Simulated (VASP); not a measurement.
# PbF2 in VASP: notebook

The runs below take PbF2 through single point, with r2SCAN, PBE.

All numbers are computed with VASP 6.6.1; they aren't measurements. Logs are shortened: lines on timing, memory, paths and dates and some standing lists are left out, and cuts for length are marked.

### Step 1. The cell of the first run

The structure is cubic, space group Fm-3m (No. 225). Conventional cell: a = 5.891 Å, b = 5.891 Å, c = 5.891 Å, α = 90.00°, β = 90.00°, γ = 90.00°. Within 3.4 Å of Pb (site symmetry m-3m) lie 8 F at 2.55 Å. F (site symmetry -43m) has 4 Pb at 2.55 Å and 6 F at 2.95 Å within 3.4 Å.

### Step 2. Single point, r2SCAN (strain -0.5%)

POSCAR reads:

```
PbF2
1.0
    0.0000000000      2.9456366969      2.9456366969
    2.9456366969      0.0000000000      2.9456366969
    2.9456366969      2.9456366969      0.0000000000
Pb F
1 2
Direct
    0.0000000000      0.0000000000      0.0000000000
    0.2500000000      0.2500000000      0.2500000000
    0.7500000000      0.7500000000      0.7500000000
```

INCAR.step1 reads:

```
SYSTEM = PbF2
PREC = Accurate
ENCUT = 520
ISMEAR = 0
SIGMA = 0.01
LREAL = .FALSE.
LASPH = .TRUE.
NELM = 60
NBANDS = 21
GGA = PE
ALGO = Normal
EDIFF = 1E-4
LWAVE = .TRUE.
LCHARG = .FALSE.
```

INCAR.step2 reads:

```
SYSTEM = PbF2
PREC = Accurate
ENCUT = 520
EDIFF = 1E-6
ISMEAR = 0
SIGMA = 0.01
LREAL = .FALSE.
LASPH = .TRUE.
NELM = 60
ALGO = Normal
ISIF = 2
LWAVE = .FALSE.
LCHARG = .FALSE.
METAGGA = R2SCAN
LMIXTAU = .TRUE.
NBANDS = 21
ISTART = 1
```

KPOINTS reads:

```
Automatic mesh
0
G
  8 8 8
  0 0 0
```

Potentials or basis: VASP PAW PBE potentials, release 64 (Pb_d, F).

Launch:

```
> cat potpaw_PBE.64/Pb_d/POTCAR potpaw_PBE.64/F/POTCAR > POTCAR
> cp INCAR.step1 INCAR
> mpirun -np 1 vasp_std > vasp.out
> cp INCAR.step2 INCAR
> mpirun -np 1 vasp_std > vasp.out
```

OUTCAR:

```text
SYSTEM = PbF2
   PREC = Accurate
   ENCUT = 520
   EDIFF = 1E-6
   ISMEAR = 0
   LREAL = .FALSE.
   LASPH = .TRUE.
   NELM = 60
   ISIF = 2
   METAGGA = R2SCAN
   ISTART = 1

 ion  position               nearest neighbor table
   1  0.000  0.000  0.000-   3 2.55   3 2.55   3 2.55   2 2.55   3 2.55   2 2.55   2 2.55   2 2.55

   2  0.250  0.250  0.250-   1 2.55   1 2.55   1 2.55   1 2.55
   3  0.750  0.750  0.750-   1 2.55   1 2.55   1 2.55   1 2.55

  LATTYP: Found a face centered cubic cell.
 ALAT       =     5.8912733938

  Lattice vectors:

 A1 = (   0.0000000000,   2.9456366969,   2.9456366969)
 A2 = (   2.9456366969,   0.0000000000,   2.9456366969)
 A3 = (   2.9456366969,   2.9456366969,   0.0000000000)

Analysis of symmetry for initial positions (statically):
=====================================================================
 Subroutine PRICEL returns:
 Original cell was already a primitive cell.

 Routine SETGRP: Setting up the symmetry group for a
 face centered cubic supercell.

 Subroutine GETGRP returns: Found 48 space group operations
 (whereof 48 operations were pure point group operations)
 out of a pool of 48 trial point group operations.

The static configuration has the point symmetry O_h .

Analysis of symmetry for dynamics (positions and initial velocities):
=====================================================================
 Subroutine PRICEL returns:
 Original cell was already a primitive cell.

 Routine SETGRP: Setting up the symmetry group for a
 face centered cubic supercell.

 Subroutine GETGRP returns: Found 48 space group operations
 (whereof 48 operations were pure point group operations)
 out of a pool of 48 trial point group operations.

The dynamic configuration has the point symmetry O_h .

 Subroutine INISYM returns: Found 48 space group operations
 (whereof 48 operations are pure point group operations),
 and found     1 'primitive' translations

----------------------------------------------------------------------------------------

                                     Primitive cell

  volume of cell :      51.1173

  direct lattice vectors                    reciprocal lattice vectors
     0.000000000  2.945636697  2.945636697    -0.169742589  0.169742589  0.169742589
     2.945636697  0.000000000  2.945636697     0.169742589 -0.169742589  0.169742589
     2.945636697  2.945636697  0.000000000     0.169742589  0.169742589 -0.169742589

  length of vectors
     4.165759367  4.165759367  4.165759367     0.294002789  0.294002789  0.294002789

  position of ions in fractional coordinates (direct lattice)
     0.000000000  0.000000000  0.000000000
     0.250000000  0.250000000  0.250000000
     0.750000000  0.750000000  0.750000000

  ion indices of the primitive-cell ions
   primitive index   ion index
                 1           1
                 2           2
                 3           3

----------------------------------------------------------------------------------------

 KPOINTS: Automatic mesh

Automatic generation of k-mesh.
 Grid dimensions read from file:
 generate k-points for:    8    8    8

 Generating k-lattice:

  Cartesian coordinates                     Fractional coordinates (reciprocal lattice)
    -0.021217824  0.021217824  0.021217824     0.125000000  0.000000000  0.000000000
     0.021217824 -0.021217824  0.021217824     0.000000000  0.125000000  0.000000000
     0.021217824  0.021217824 -0.021217824     0.000000000  0.000000000  0.125000000

  Length of vectors
     0.036750349  0.036750349  0.036750349

  Shift w.r.t. Gamma in fractional coordinates (k-lattice)
     0.000000000  0.000000000  0.000000000

 Subroutine IBZKPT returns following result:
 ===========================================

 Found     29 irreducible k-points:

 Following reciprocal coordinates:
            Coordinates               Weight
  0.000000  0.000000  0.000000      1.000000
  0.125000  0.000000  0.000000      8.000000
  0.250000  0.000000  0.000000      8.000000
  0.375000  0.000000  0.000000      8.000000
  0.500000  0.000000  0.000000      4.000000
  0.125000  0.125000  0.000000      6.000000
[... 16 lines left out ...]
  0.500000  0.250000  0.125000     48.000000
 -0.375000  0.250000  0.125000     24.000000
 [... further k-points ...]
   k-points           NKPTS =     29   k-points in BZ     NKDIM =     29   number of bands    NBANDS=     21
   number of dos      NEDOS =    301   number of ions     NIONS =      3
   total plane-waves  NPLWV =  32768
   dimension x,y,z NGX =    32 NGY =   32 NGZ =   32
   dimension x,y,z NGXF=    64 NGYF=   64 NGZF=   64
   ions per type =               1   2
   NGX,Y,Z   is equivalent  to a cutoff of  12.77, 12.77, 12.77 a.u.
   NGXF,Y,Z  is equivalent  to a cutoff of  25.54, 25.54, 25.54 a.u.
 SYSTEM =  PbF2
   PREC   = accura    normal or accurate (medium, high low for compatibility)
   ISTART =      1    job   : 0-new  1-cont  2-samecut
   ICHARG =      0    charge: 1-file 2-atom 10-const
   ISPIN  =      1    spin polarized calculation?
   LNONCOLLINEAR =      F non collinear calculations
   LSORBIT =      F    spin-orbit coupling
   LASPH  =      T    aspherical Exc in radial PAW
   ENCUT  =  520.0 eV  38.22 Ry    6.18 a.u.   7.75  7.75  7.75*2*pi/ulx,y,z
   NELM   =     60;   NELMIN=  2; NELMDL=  0     # of ELM steps
   EDIFF  = 0.1E-05   stopping-criterion for ELM
   LREAL  =      F    real-space projection
   EDIFFG = 0.1E-04   stopping-criterion for IOM
   NSW    =      0    number of steps for IOM
   IBRION =     -1    ionic relax: 0-MD 1-quasi-New 2-CG
   NFREE  =      0    steps in history (QN), initial steepest desc. (CG)
   ISIF   =      2    stress and relaxation
   ISYM   =      2    0-nonsym 1-usesym 2-fastsym
   POTIM  = 0.5000    time-step for ionic-motion
   TEBEG  =    0.0;   TEEND  =   0.0 temperature during run
   PSTRESS=    0.0 pullay stress
   NELECT =      28.0000    total number of electrons
   NUPDOWN=      -1.0000    fix difference up-down
   EMIN   =  10.00;   EMAX   =-10.00  energy-range for DOS
   EFERMI =   0.00;   METHOD = LEGACY
   ISMEAR =     0;   SIGMA  =   0.01  broadening in eV -4-tet -1-fermi 0-gaus
   EFERMI_NEDOS =   21; number of points for ismear=-14 and -15
   IALGO  =     38    algorithm
   IMIX   =      4    mixing-type and parameters
     AMIX     =   0.40;   BMIX     =  1.00
     AMIX_MAG =   1.60;   BMIX_MAG =  1.00
  volume/ion in A,a.u.               =      17.04       114.99
  Fermi-wavevector in a.u.,A,eV,Ry     =   1.339486  2.531262 24.411899  1.794224
  Thomas-Fermi vector in A             =   2.467874
   LORBIT       =      0    0 simple, 1 ext, 2 COOP (PROOUT), +10 PAW based schemes
   METAGGA = R2SCAN    functional components
   LHFCALC =     F    Hartree Fock is set to
   AEXX    =    0.0000 exact exchange contribution
   IVDW    =     0    specifies the selected vdW correction
   LEPSILON=     F    determine dielectric tensor
   LRPA    =     F    only Hartree local field effects (RPA)
 non-spin polarized calculation
 Gauss-broadening in eV      SIGMA  =   0.01
  energy-cutoff  :      520.00
  volume of cell :       51.12
 maximum number of plane-waves:      1387
   NGX = 15   NGY = 15   NGZ = 15

 number of electron      27.9999995 magnetization

 Free energy of the ion-electron system (eV)
  ---------------------------------------------------
  ext. energy  EPLUGINS =         0.00000000
  ---------------------------------------------------
  free energy    TOTEN  =       -70.15762531 eV

  energy without entropy =      -70.15762531  energy(sigma->0) =      -70.15762531

 E-fermi :   1.8173     XC(G=0): -10.1088

 val. band max:        1.7454518732   @ k =  -0.2500   0.5000   0.2500
 cond. band min:       6.6705508465   @ k =   0.5000   0.5000   0.0000
 fundamental gap:      4.9250989734
 Fermi energy:         1.8172500332

 k-point     1 :       0.0000    0.0000    0.0000
  band No.  band energies     occupation
      1     -20.8011      2.00000
      2     -20.1813      2.00000
      3     -13.1506      2.00000
      4     -13.1506      2.00000
      5     -13.1506      2.00000
      6     -13.0924      2.00000
[... 13 lines left out ...]
     20      17.6989      0.00000
     21      20.0878      0.00000

 k-point     2 :       0.1250    0.0000    0.0000
  band No.  band energies     occupation
      1     -20.7720      2.00000
      2     -20.2082      2.00000
      3     -13.1439      2.00000
      4     -13.1439      2.00000
      5     -13.1175      2.00000
      6     -13.0923      2.00000
[... 13 lines left out ...]
     20      17.2202      0.00000
     21      19.4071      0.00000

 k-point     3 :       0.2500    0.0000    0.0000
  band No.  band energies     occupation
      1     -20.6933      2.00000
      2     -20.2782      2.00000
      3     -13.1341      2.00000
      4     -13.1341      2.00000
      5     -13.0857      2.00000
      6     -13.0857      2.00000
[... 13 lines left out ...]
     20      16.5847      0.00000
     21      18.1319      0.00000

 k-point     4 :       0.3750    0.0000    0.0000
  band No.  band energies     occupation
      1     -20.5913      2.00000
      2     -20.3696      2.00000
      3     -13.1335      2.00000
      4     -13.1335      2.00000
      5     -13.0697      2.00000
      6     -13.0697      2.00000
[... 13 lines left out ...]
     20      16.2175      0.00000
     21      17.1361      0.00000

 k-point     5 :       0.5000    0.0000    0.0000
  band No.  band energies     occupation
      1     -20.5119      2.00000
      2     -20.4442      2.00000
      3     -13.1349      2.00000
      4     -13.1349      2.00000
      5     -13.0614      2.00000
      6     -13.0614      2.00000
[... 13 lines left out ...]
     20      16.1095      0.00000
     21      16.7755      0.00000

 k-point     6 :       0.1250    0.1250    0.0000
  band No.  band energies     occupation
      1     -20.7626      2.00000
      2     -20.2165      2.00000
      3     -13.1372      2.00000
      4     -13.1372      2.00000
      5     -13.1139      2.00000
      6     -13.0975      2.00000
[... 13 lines left out ...]
     20      17.8509      0.00000
     21      19.7522      0.00000

 k-point     7 :       0.2500    0.1250    0.0000
  band No.  band energies     occupation
      1     -20.7020      2.00000
      2     -20.2694      2.00000
      3     -13.1248      2.00000
      4     -13.1247      2.00000
      5     -13.0984      2.00000
      6     -13.0821      2.00000
[... 13 lines left out ...]
     20      17.5061      0.00000
     21      19.1338      0.00000
[... 291 lines left out ...]
      1     -20.4901      2.00000
      2     -20.4487      2.00000
      3     -13.1200      2.00000
      4     -13.0791      2.00000
      5     -13.0683      2.00000
      6     -13.0134      2.00000
[... 13 lines left out ...]
     20      18.1640      0.00000
     21      19.2529      0.00000

 k-point    21 :       0.5000    0.5000    0.0000
  band No.  band energies     occupation
      1     -20.5256      2.00000
      2     -20.4112      2.00000
      3     -13.1320      2.00000
      4     -13.0671      2.00000
      5     -13.0560      2.00000
      6     -13.0560      2.00000
[... 13 lines left out ...]
     20      19.3643      0.00000
     21      19.7941      0.00000

 k-point    22 :       0.3750    0.2500    0.1250
  band No.  band energies     occupation
      1     -20.6380      2.00000
      2     -20.3243      2.00000
      3     -13.1150      2.00000
      4     -13.1082      2.00000
      5     -13.0981      2.00000
      6     -13.0661      2.00000
[... 13 lines left out ...]
     20      17.6992      0.00000
     21      18.9238      0.00000

 k-point    23 :       0.5000    0.2500    0.1250
  band No.  band energies     occupation
      1     -20.5571      2.00000
      2     -20.3948      2.00000
      3     -13.1155      2.00000
      4     -13.1051      2.00000
      5     -13.0783      2.00000
      6     -13.0428      2.00000
[... 13 lines left out ...]
     20      18.3909      0.00000
     21      19.0874      0.00000

 k-point    24 :      -0.3750    0.2500    0.1250
  band No.  band energies     occupation
      1     -20.4905      2.00000
      2     -20.4566      2.00000
      3     -13.1158      2.00000
      4     -13.1070      2.00000
      5     -13.0654      2.00000
      6     -13.0339      2.00000
[... 13 lines left out ...]
     20      18.6799      0.00000
     21      19.0275      0.00000

 [... further k-points ...]

------------------------ aborting loop because EDIFF is reached ----------------------------------------

  FORCE on cell =-STRESS in cart. coord.  units (eV):
  Direction    XX          YY          ZZ          XY          YZ          ZX
  --------------------------------------------------------------------------------------
  -------------------------------------------------------------------------------------
  Total        0.3668754      0.3668754      0.3668754     -0.0000000     -0.0000000      0.0000000
  in kB       11.4990423     11.4990423     11.4990423     -0.0000000     -0.0000000      0.0000000
  external PRESSURE =      11.4990423 kB  Pullay stress =       0.0000000 kB

 VOLUME and BASIS-vectors are now :
 -----------------------------------------------------------------------------
  energy-cutoff  :      520.00
  volume of cell :       51.12
      direct lattice vectors                 reciprocal lattice vectors
     0.000000000  2.945636697  2.945636697    -0.169742589  0.169742589  0.169742589
     2.945636697  0.000000000  2.945636697     0.169742589 -0.169742589  0.169742589
     2.945636697  2.945636697  0.000000000     0.169742589  0.169742589 -0.169742589

 POSITION                                       TOTAL-FORCE (eV/Angst)
 -----------------------------------------------------------------------------------
      0.00000      0.00000      0.00000        -0.000000     -0.000000     -0.000000
      1.47282      1.47282      1.47282         0.000000     -0.000000     -0.000000
      4.41846      4.41846      4.41846         0.000000      0.000000      0.000000
 -----------------------------------------------------------------------------------
    total drift:                                0.000000     -0.000000      0.000000

  FREE ENERGIE OF THE ION-ELECTRON SYSTEM (eV)
  ---------------------------------------------------
  free  energy   TOTEN  =       -70.1576253117 eV

  energy  without entropy=      -70.1576253117  energy(sigma->0) =      -70.15762531
```

Wall time 98 s (1 thread of Intel Xeon Platinum 8259CL at 2.50GHz (Skylake/Cascade Lake), shared host); peak memory 0.19 GiB.

Results:

- Free energy: -70.1576 eV
- Pressure: 1.1 GPa
- Band gap on the k mesh: 4.93 eV, indirect (least direct gap 5.07 eV)

Caveat: the cell differs from its parent crystal (strain -0.5%); the PAW data sets were made with another functional, which shifts forces and pressure a little; spin-orbit coupling is left out, which moves the levels of the heavy elements. A k mesh can miss the band edges.

### Step 3. Single point, r2SCAN

This run uses another cell than the first one, of 17.30 Å³/atom, 1.015 times its volume.

POSCAR reads:

```
PbF2
1.0
    0.0000000000      2.9604388914      2.9604388914
    2.9604388914      0.0000000000      2.9604388914
    2.9604388914      2.9604388914      0.0000000000
Pb F
1 2
Direct
    0.0000000000      0.0000000000      0.0000000000
    0.2500000000      0.2500000000      0.2500000000
    0.7500000000      0.7500000000      0.7500000000
```

INCAR.step1 reads:

```
PREC     = Accurate       # precision mode
ENCUT    = 520            # plane-wave cutoff, eV
ISMEAR   = 0              # smearing method
SIGMA    = 0.01           # smearing width, eV
LREAL    = False          # projectors in reciprocal space
LASPH    = True           # aspherical terms in the spheres
NELM     = 80             # most SCF steps
NBANDS   = 21             # bands
GGA      = PE             # functional
ALGO     = Normal         # electronic algorithm
EDIFF    = 1E-4           # SCF threshold, eV
LWAVE    = True           # write WAVECAR
LCHARG   = False          # write CHGCAR
```

INCAR.step2 reads:

```
PREC     = Accurate       # precision mode
ENCUT    = 520            # plane-wave cutoff, eV
EDIFF    = 1E-6           # SCF threshold, eV
ISMEAR   = 0              # smearing method
SIGMA    = 0.01           # smearing width, eV
LREAL    = False          # projectors in reciprocal space
LASPH    = True           # aspherical terms in the spheres
NELM     = 80             # most SCF steps
ALGO     = Normal         # electronic algorithm
ISIF     = 2              # what is computed and relaxed
LWAVE    = False          # write WAVECAR
LCHARG   = False          # write CHGCAR
METAGGA  = R2SCAN         # meta-GGA
LMIXTAU  = True         
NBANDS   = 21             # bands
ISTART   = 1
```

KPOINTS reads:

```
regular mesh
0
Gamma
  8 8 8
```

Potentials or basis: VASP PAW PBE potentials, release 64 (Pb_d, F).

Launch:

```
> cat potpaw_PBE.64/Pb_d/POTCAR potpaw_PBE.64/F/POTCAR > POTCAR
> cp INCAR.step1 INCAR
> mpirun -np 1 vasp_std > vasp.out
> cp INCAR.step2 INCAR
> mpirun -np 1 vasp_std > vasp.out
```

Run time: 94 s. Hardware: 1 thread of Intel Xeon Platinum 8259CL at 2.50GHz (Skylake/Cascade Lake), shared host; peak memory 0.2 GiB.

The run converged. Its results:

```
Free energy            : -70.1618 eV
Pressure               : -0.1 GPa
Band gap on the k mesh : 4.93 eV, indirect (least direct gap 5.08 eV)
```

Levels at points of the mesh, in eV from the valence-band top:
```
           k point  band 10  band 11  band 12  band 13  band 14  band 15  band 16  band 17  band 18  band 19
(0.00, 0.00, 0.00)    -2.67    -2.67    -2.16    -2.16    -2.16     7.30     7.30     7.30    10.69    15.92
(0.50, 0.00, 0.00)    -2.85    -2.85    -2.34    -2.34    -0.06     5.38     8.25     8.25    13.45    14.34
(0.50, 0.50, 0.00)    -3.72    -1.75    -1.75    -1.75    -0.14     4.93     8.46     8.46     9.07    15.05
```

Caveat: the PAW data sets were made with another functional, which shifts forces and pressure a little; spin-orbit coupling is left out, which moves the levels of the heavy elements. r2SCAN opens gaps a little over a GGA but as a rule still falls short of measured ones.

### Step 4. Single point, r2SCAN (strain +1.0%)

POSCAR reads:

```
PbF2
1.0
    0.0000000000      2.9900432803      2.9900432803
    2.9900432803      0.0000000000      2.9900432803
    2.9900432803      2.9900432803      0.0000000000
Pb F
1 2
Direct
    0.0000000000      0.0000000000      0.0000000000
    0.2500000000      0.2500000000      0.2500000000
    0.7500000000      0.7500000000      0.7500000000
```

INCAR.step1 reads:

```
SYSTEM = PbF2
PREC = Accurate ; ENCUT = 520
ISMEAR = 0 ; SIGMA = 0.01
LREAL = .False. ; LASPH = .True.
NELM = 100 ; NBANDS = 21
GGA = PE ; ALGO = Normal
EDIFF = 1E-4 ; LWAVE = .True.
LCHARG = .False.
```

INCAR.step2 reads:

```
SYSTEM = PbF2
PREC = Accurate ; ENCUT = 520
EDIFF = 1E-6 ; ISMEAR = 0
SIGMA = 0.01 ; LREAL = .False.
LASPH = .True. ; NELM = 100
ALGO = Normal ; ISIF = 2
LWAVE = .False. ; LCHARG = .False.
METAGGA = R2SCAN ; LMIXTAU = .True.
NBANDS = 21 ; ISTART = 1
```

KPOINTS reads:

```
regular mesh
0
Gamma
  8 8 8
  0 0 0
```

Launch:

```
> cat potpaw_PBE.64/Pb_d/POTCAR potpaw_PBE.64/F/POTCAR > POTCAR
> cp INCAR.step1 INCAR
> mpirun -np 1 vasp_std > vasp.out
> cp INCAR.step2 INCAR
> mpirun -np 1 vasp_std > vasp.out
```

It took 86 s on 1 thread of Intel Xeon Platinum 8259CL at 2.50GHz (Skylake/Cascade Lake), shared host; peak memory 0.2 GiB.

Results (log left out):

* Free energy: -70.1531 eV
* Pressure: -2.2 GPa
* Band gap on the k mesh: 4.94 eV, indirect (least direct gap 5.08 eV)

Levels at points of the mesh, in eV from the valence-band top:
```
           k point  band 11  band 12  band 13  band 14  band 15  band 16  band 17  band 18
(0.00, 0.00, 0.00)    -2.46    -1.96    -1.96    -1.96     7.28     7.28     7.28    10.63
(0.50, 0.00, 0.00)    -2.62    -2.14    -2.14    -0.04     5.40     8.16     8.16    13.40
(0.50, 0.50, 0.00)    -1.57    -1.57    -1.56    -0.14     4.94     8.35     8.35     9.14
```

Caveat: the cell differs from its parent crystal (strain +1.0%); the PAW data sets were made with another functional, which shifts forces and pressure a little; spin-orbit coupling is left out, which moves the levels of the heavy elements. A k mesh can miss the band edges.

[end of part 1 of 2]
